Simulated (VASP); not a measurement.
Crystal: ScAl3P2.

```
Sc Al P
1.0
     5.31270    0.00000    0.00000
     0.00000    5.31270    0.00000
     0.00000    0.00000    3.96063
Sc Al P
1 3 2
Direct
  0.00000 0.00000 0.00000
  0.00000 0.50000 0.00000
  0.50000 0.00000 0.00000
  0.50000 0.50000 0.00000
  0.00000 0.50000 0.50000
  0.50000 0.00000 0.50000
```

| Quantity | Value |
| --- | --- |
| Program | VASP 6.6.1 |
| Task | relaxation of cell and atoms |
| Functional | PBE |
| Potentials or basis | VASP PAW PBE potentials, release 64 (Sc_sv, Al, P) |
| Cutoff | 600 eV |
| k mesh | 4 × 4 × 4 |
| Occupations | gaussian, width 0.1 eV |
| Spin | no spin polarisation |

At the start: pressure 23.8 GPa; volume 18.63 Å³/atom.

Task: How do energy, volume and symmetry change on relaxing?

Result: Over 10 steps the energy falls by 415.6 meV/atom and the volume is 23.03 Å³/atom (+23.6 %); space group P4/mmm (No. 123, to 0.05 Å).

The path:
| step | energy change (eV) | largest force (eV/Å) | pressure (GPa) | volume (Å³) |
| --- | --- | --- | --- | --- |
| 1 | 0.0000 | 0.0000 | 23.76 | 111.79 |
| 2 | -1.2108 | 0.0000 | -5.68 | 159.06 |
| 3 | -2.4211 | 0.0000 | 1.13 | 133.30 |
| 4 | -2.4251 | 0.0000 | 1.44 | 132.64 |
| 5 | -2.4267 | 0.0000 | 1.90 | 131.75 |
| 6 | -2.4265 | 0.0000 | 1.69 | 132.16 |
| 7 | -2.4855 | 0.0000 | 0.18 | 136.84 |
| 8 | -2.4910 | 0.0000 | -0.38 | 138.86 |
| 9 | -2.4931 | 0.0000 | 0.11 | 137.90 |
| 10 | -2.4935 | 0.0000 | -0.02 | 138.16 |

Final structure:
```yaml
crystal:
  lattice:
    - [5.52894, 0.00000, 0.00000]
    - [0.00000, 5.52894, 0.00000]
    - [0.00000, 0.00000, 4.51955]
  atoms:
    - { symbol: Sc, position: [0.00000, 0.00000, 0.00000] }
    - { symbol: Al, position: [0.00000, 0.50000, 0.00000] }
    - { symbol: Al, position: [0.50000, 0.00000, 0.00000] }
    - { symbol: Al, position: [0.50000, 0.50000, 0.00000] }
    - { symbol: P, position: [0.00000, 0.50000, 0.50000] }
    - { symbol: P, position: [0.50000, 0.00000, 0.50000] }
```

Caveat: the k points lie up to 0.35 Å⁻¹ apart in the final cell; the volume moved by over 15 % at a fixed basis, so the end points are rough.
